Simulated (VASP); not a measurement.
# Sn3Te (Pm-3m) in VASP: a series of runs

Aim: see how the results for Sn3Te move with the level of theory and the settings. Levels: PBE, PBEsol. Tasks: single point.

Everything below comes from runs of VASP 6.6.1. Logs are shortened: lines on timing, memory, paths and dates and some standing lists are left out, and cuts for length are marked.

## 1. The cell of the first run

Symmetry: Pm-3m, No. 221, cubic system. Conventional cell: a = 4.866 Å, b = 4.866 Å, c = 4.866 Å, α = 90.00°, β = 90.00°, γ = 90.00°. Within 4.5 Å of Sn (site symmetry 4/mmm) lie 8 Sn at 3.44 Å and 4 Te at 3.44 Å. Te (site symmetry m-3m) has 12 Sn at 3.44 Å within 4.5 Å.

## 2. Single point, PBE

Contents of INCAR:

```
  PREC = Accurate
  ENCUT = 520
  EDIFF = 1E-7
  ISMEAR = -1
  SIGMA = 0.021
  LREAL = F
  LASPH = T
  NELM = 60
  ALGO = Normal
  ISIF = 2
  LWAVE = F
  LCHARG = F
  GGA = PE
  NBANDS = 32
  ISYM = 0
```

Contents of KPOINTS:

```
Automatic mesh
0
Gamma
  1 1 5
  0.29 0.37 0.33
```

Contents of POSCAR:

```
Sn3Te
1.0
    4.8656220000      0.0000000000      0.0000000000
    0.0000000000      4.8656220000      0.0000000000
    0.0000000000      0.0000000000      4.8656220000
Sn Te
3 1
Direct
    0.5000000000      0.5000000000      0.0000000000
    0.5000000000      0.0000000000      0.5000000000
    0.0000000000      0.5000000000      0.5000000000
    0.0000000000      0.0000000000      0.0000000000
```

Potentials or basis: VASP PAW PBE potentials, release 64 (Sn_d, Te).

Run with:

```bash
> cat potpaw_PBE.64/Sn_d/POTCAR potpaw_PBE.64/Te/POTCAR > POTCAR
> mpirun -np 1 vasp_std > vasp.out
```

OUTCAR:

```text
PREC = Accurate
   ENCUT = 520
   EDIFF = 1E-7
   ISMEAR = -1
   LREAL = F
   LASPH = T
   NELM = 60
   ISIF = 2
   GGA = PE
   ISYM = 0

 ion  position               nearest neighbor table
   1  0.500  0.500  0.000-   2 3.44   3 3.44   4 3.44   2 3.44   3 3.44   2 3.44   4 3.44   2 3.44
                             3 3.44   4 3.44   3 3.44   4 3.44
   2  0.500  0.000  0.500-   1 3.44   3 3.44   4 3.44   1 3.44   4 3.44   1 3.44   3 3.44   1 3.44
                             3 3.44   4 3.44   4 3.44   3 3.44
   3  0.000  0.500  0.500-   1 3.44   2 3.44   4 3.44   1 3.44   4 3.44   2 3.44   4 3.44   4 3.44
                             1 3.44   2 3.44   1 3.44   2 3.44
   4  0.000  0.000  0.000-   1 3.44   2 3.44   3 3.44   2 3.44   3 3.44   1 3.44   3 3.44   3 3.44
                             1 3.44   2 3.44   2 3.44   1 3.44

IMPORTANT INFORMATION: All symmetrisations will be switched off!
NOSYMM: (Re-)initialisation of all symmetry stuff for point group C_1.

----------------------------------------------------------------------------------------

                                     Primitive cell

  volume of cell :     115.1901

  direct lattice vectors                    reciprocal lattice vectors
     4.865622000  0.000000000  0.000000000     0.205523569  0.000000000  0.000000000
     0.000000000  4.865622000  0.000000000     0.000000000  0.205523569  0.000000000
     0.000000000  0.000000000  4.865622000     0.000000000  0.000000000  0.205523569

  length of vectors
     4.865622000  4.865622000  4.865622000     0.205523569  0.205523569  0.205523569

  position of ions in fractional coordinates (direct lattice)
     0.500000000  0.500000000  0.000000000
     0.500000000  0.000000000  0.500000000
     0.000000000  0.500000000  0.500000000
     0.000000000  0.000000000  0.000000000

  ion indices of the primitive-cell ions
   primitive index   ion index
                 1           1
                 2           2
                 3           3
                 4           4

----------------------------------------------------------------------------------------

 KPOINTS: Automatic mesh

Automatic generation of k-mesh.
 Grid dimensions read from file:
 generate k-points for:    1    1    5

 Generating k-lattice:

  Cartesian coordinates                     Fractional coordinates (reciprocal lattice)
     0.205523569  0.000000000  0.000000000     1.000000000  0.000000000  0.000000000
     0.000000000  0.205523569  0.000000000     0.000000000  1.000000000  0.000000000
     0.000000000  0.000000000  0.041104714     0.000000000  0.000000000  0.200000000

  Length of vectors
     0.205523569  0.205523569  0.041104714

  Shift w.r.t. Gamma in fractional coordinates (k-lattice)
     0.290000000  0.370000000  0.330000000

 -----------------------------------------------------------------------------
|                                                                             |
|           W    W    AA    RRRRR   N    N  II  N    N   GGGG   !!!           |
|           W    W   A  A   R    R  NN   N  II  NN   N  G    G  !!!           |
|           W    W  A    A  R    R  N N  N  II  N N  N  G       !!!           |
|           W WW W  AAAAAA  RRRRR   N  N N  II  N  N N  G  GGG   !            |
|           WW  WW  A    A  R   R   N   NN  II  N   NN  G    G                |
|           W    W  A    A  R    R  N    N  II  N    N   GGGG   !!!           |
|                                                                             |
|     Your reciprocal lattice and k-lattice belong to different lattice       |
|     classes:                                                                |
|                                                                             |
|        The reciprocal lattice is simple cubic,                              |
|        whereas your k-lattice is simple tetragonal.                         |
|                                                                             |
|     Results are often still useful ...                                      |
|                                                                             |
 -----------------------------------------------------------------------------

 WARNING: IBZKPT: internal override: KBLOWUP is changed to .FALSE.
      ... skipping the blow-up phase ...

 Subroutine IBZKPT returns following result:
 ===========================================

 Found      5 irreducible k-points:

 Following reciprocal coordinates:
            Coordinates               Weight
  0.290000  0.370000  0.066000      1.000000
  0.290000  0.370000  0.266000      1.000000
  0.290000  0.370000  0.466000      1.000000
  0.290000  0.370000 -0.334000      1.000000
  0.290000  0.370000 -0.134000      1.000000
   k-points           NKPTS =      5   k-points in BZ     NKDIM =      5   number of bands    NBANDS=     32
   number of dos      NEDOS =    301   number of ions     NIONS =      4
   total plane-waves  NPLWV =  46656
   dimension x,y,z NGX =    36 NGY =   36 NGZ =   36
   dimension x,y,z NGXF=    72 NGYF=   72 NGZF=   72
   ions per type =               3   1
   NGX,Y,Z   is equivalent  to a cutoff of  12.30, 12.30, 12.30 a.u.
   NGXF,Y,Z  is equivalent  to a cutoff of  24.60, 24.60, 24.60 a.u.
 SYSTEM =  unknown system
   PREC   = accura    normal or accurate (medium, high low for compatibility)
   ISTART =      0    job   : 0-new  1-cont  2-samecut
   ICHARG =      2    charge: 1-file 2-atom 10-const
   ISPIN  =      1    spin polarized calculation?
   LNONCOLLINEAR =      F non collinear calculations
   LSORBIT =      F    spin-orbit coupling
   LASPH  =      T    aspherical Exc in radial PAW
   ENCUT  =  520.0 eV  38.22 Ry    6.18 a.u.   9.05  9.05  9.05*2*pi/ulx,y,z
   NELM   =     60;   NELMIN=  2; NELMDL= -5     # of ELM steps
   EDIFF  = 0.1E-06   stopping-criterion for ELM
   LREAL  =      F    real-space projection
   EDIFFG = 0.1E-05   stopping-criterion for IOM
   NSW    =      0    number of steps for IOM
   IBRION =     -1    ionic relax: 0-MD 1-quasi-New 2-CG
   NFREE  =      0    steps in history (QN), initial steepest desc. (CG)
   ISIF   =      2    stress and relaxation
   ISYM   =      0    0-nonsym 1-usesym 2-fastsym
   POTIM  = 0.5000    time-step for ionic-motion
   TEBEG  =    0.0;   TEEND  =   0.0 temperature during run
   PSTRESS=    0.0 pullay stress
   NELECT =      48.0000    total number of electrons
   NUPDOWN=      -1.0000    fix difference up-down
   EMIN   =  10.00;   EMAX   =-10.00  energy-range for DOS
   EFERMI =   0.00;   METHOD = LEGACY
   ISMEAR =    -1;   SIGMA  =   0.02  broadening in eV -4-tet -1-fermi 0-gaus
   EFERMI_NEDOS =   21; number of points for ismear=-14 and -15
   IALGO  =     38    algorithm
   IMIX   =      4    mixing-type and parameters
     AMIX     =   0.40;   BMIX     =  1.00
     AMIX_MAG =   1.60;   BMIX_MAG =  1.00
  volume/ion in A,a.u.               =      28.80       194.34
  Fermi-wavevector in a.u.,A,eV,Ry     =   1.222785  2.310729 20.343484  1.495204
  Thomas-Fermi vector in A             =   2.357920
   LORBIT       =      0    0 simple, 1 ext, 2 COOP (PROOUT), +10 PAW based schemes
   GGA     = PE    functional components
   LHFCALC =     F    Hartree Fock is set to
   AEXX    =    0.0000 exact exchange contribution
   IVDW    =     0    specifies the selected vdW correction
   LEPSILON=     F    determine dielectric tensor
   LRPA    =     F    only Hartree local field effects (RPA)
 non-spin polarized calculation
  energy-cutoff  :      520.00
  volume of cell :      115.19
 maximum number of plane-waves:      3109
 NGX is ok and might be reduce to    36
   NGX = 19   NGY = 19   NGZ = 19

 number of electron      48.0000021 magnetization

 Free energy of the ion-electron system (eV)
  ---------------------------------------------------
  ext. energy  EPLUGINS =         0.00000000
  ---------------------------------------------------
  free energy    TOTEN  =       -16.84474550 eV

  energy without entropy =      -16.82939958  energy(sigma->0) =      -16.83707254

 E-fermi :   7.9837     XC(G=0): -10.0836

 val. band max:        7.9795877410   @ k =   0.2900   0.3700  -0.3340
 cond. band min:       8.2840305680   @ k =   0.2900   0.3700   0.0660
 fundamental gap:      0.3044428270
 Fermi energy:         7.9837038395

 k-point     1 :       0.2900    0.3700    0.0660
  band No.  band energies     occupation
      1     -14.2371      2.00000
      2     -14.2364      2.00000
      3     -14.1655      2.00000
      4     -14.1504      2.00000
      5     -14.1190      2.00000
      6     -13.8189      2.00000
[... 24 lines left out ...]
     31      13.2730      0.00000
     32      13.9878      0.00000

 k-point     2 :       0.2900    0.3700    0.2660
  band No.  band energies     occupation
      1     -14.2386      2.00000
      2     -14.2376      2.00000
      3     -14.1647      2.00000
      4     -14.1521      2.00000
      5     -14.1176      2.00000
      6     -13.8173      2.00000
[... 24 lines left out ...]
     31      12.8818      0.00000
     32      14.3694      0.00000

 k-point     3 :       0.2900    0.3700    0.4660
  band No.  band energies     occupation
      1     -14.2402      2.00000
      2     -14.2382      2.00000
      3     -14.1641      2.00000
      4     -14.1534      2.00000
      5     -14.1165      2.00000
      6     -13.8159      2.00000
[... 24 lines left out ...]
     31      12.7221      0.00000
     32      15.2362      0.00000

 k-point     4 :       0.2900    0.3700   -0.3340
  band No.  band energies     occupation
      1     -14.2396      2.00000
      2     -14.2379      2.00000
      3     -14.1644      2.00000
      4     -14.1527      2.00000
      5     -14.1169      2.00000
      6     -13.8167      2.00000
[... 24 lines left out ...]
     31      12.9201      0.00000
     32      14.4503      0.00000

 k-point     5 :       0.2900    0.3700   -0.1340
  band No.  band energies     occupation
      1     -14.2375      2.00000
      2     -14.2369      2.00000
      3     -14.1653      2.00000
      4     -14.1508      2.00000
      5     -14.1185      2.00000
      6     -13.8185      2.00000
[... 24 lines left out ...]
     31      13.1802      0.00000
     32      14.0600      0.00000

------------------------ aborting loop because EDIFF is reached ----------------------------------------

  FORCE on cell =-STRESS in cart. coord.  units (eV):
  Direction    XX          YY          ZZ          XY          YZ          ZX
  --------------------------------------------------------------------------------------
  -------------------------------------------------------------------------------------
  Total       -5.7543414    -11.4505921      9.1093540      8.5234286     -0.4624135     -0.0208953
  in kB      -80.0370568   -159.2661295    126.7018816    118.5522532     -6.4317026     -0.2906319
  external PRESSURE =     -37.5337682 kB  Pullay stress =       0.0000000 kB

 VOLUME and BASIS-vectors are now :
 -----------------------------------------------------------------------------
  energy-cutoff  :      520.00
  volume of cell :      115.19
      direct lattice vectors                 reciprocal lattice vectors
     4.865622000  0.000000000  0.000000000     0.205523569  0.000000000  0.000000000
     0.000000000  4.865622000  0.000000000     0.000000000  0.205523569  0.000000000
     0.000000000  0.000000000  4.865622000     0.000000000  0.000000000  0.205523569

 POSITION                                       TOTAL-FORCE (eV/Angst)
 -----------------------------------------------------------------------------------
      2.43281      2.43281      0.00000        -0.000004     -0.000003      0.000015
      2.43281      0.00000      2.43281         0.000005      0.000008     -0.000007
      0.00000      2.43281      2.43281         0.000007     -0.000004     -0.000013
      0.00000      0.00000      0.00000        -0.000008     -0.000001      0.000005
 -----------------------------------------------------------------------------------
    total drift:                                0.000031      0.000007     -0.000016

  FREE ENERGIE OF THE ION-ELECTRON SYSTEM (eV)
  ---------------------------------------------------
  free  energy   TOTEN  =       -16.8447454989 eV

  energy  without entropy=      -16.8293995753  energy(sigma->0) =      -16.83707254
```

Wall time 21 s (1 thread of AMD EPYC 7R13 (Zen 3), shared host); peak memory 0.18 GiB.

The run converged, but its numbers aren't listed here, since they failed a check.

Caveat: the k points lie up to 1.29 Å⁻¹ apart; spin-orbit coupling is left out, which moves the levels of the heavy elements.

## 3. Single point, PBEsol

This run uses another cell than the first one, of 26.82 Å³/atom, 0.931 times its volume.

Contents of INCAR:

```
PREC = Accurate
ENCUT = 520
EDIFF = 1E-6
ISMEAR = 0
SIGMA = 0.1
LREAL = False
LASPH = True
NELM = 100
ALGO = Normal
ISIF = 2
LWAVE = False
LCHARG = False
GGA = PS
NBANDS = 32
```

Contents of KPOINTS:

```
regular mesh
0
Gamma
  2 2 2
```

Contents of POSCAR:

```
Sn3Te
1.0
    4.7516244058      0.0000000000      0.0000000000
    0.0000000000      4.7516244058      0.0000000000
    0.0000000000      0.0000000000      4.7516244058
Sn Te
3 1
Direct
    0.5000000000      0.5000000000      0.0000000000
    0.5000000000      0.0000000000      0.5000000000
    0.0000000000      0.5000000000      0.5000000000
    0.0000000000      0.0000000000      0.0000000000
```

Potentials or basis: VASP PAW PBE potentials, release 64 (Sn_d, Te).

Run with:

```bash
> cat potpaw_PBE.64/Sn_d/POTCAR potpaw_PBE.64/Te/POTCAR > POTCAR
> mpirun -np 1 vasp_std > vasp.out
```

Wall time 13 s (1 thread of AMD EPYC 7R13 (Zen 3), shared host); peak memory 0.17 GiB.

Results (log left out):

| Property | Result |
| --- | --- |
| Free energy | -16.3387 eV |
| Pressure | 0.0 GPa |
| Band gap on the k mesh | zero (band 24 reaches 11.52 eV, above the bottom of band 25 at 7.86 eV) |

Levels at points of the mesh, in eV from the Fermi level:
```tsv
k point	band 21	band 22	band 23	band 24	band 25	band 26
(0.00, 0.00, 0.00)	-4.15	-4.15	0.78	0.78	0.78	2.34
(0.50, 0.00, 0.00)	-2.90	-1.63	-1.63	-1.23	-0.13	2.44
(0.50, 0.50, 0.00)	-1.64	-1.50	-1.50	-0.43	0.15	0.15
(0.50, 0.50, 0.50)	-5.19	-5.19	-4.48	3.54	3.54	3.54
```

Caveat: the k points lie up to 0.66 Å⁻¹ apart; the PAW data sets were made with another functional, which shifts forces and pressure a little; spin-orbit coupling is left out, which moves the levels of the heavy elements.

(Part 1 of 2 ends here.)
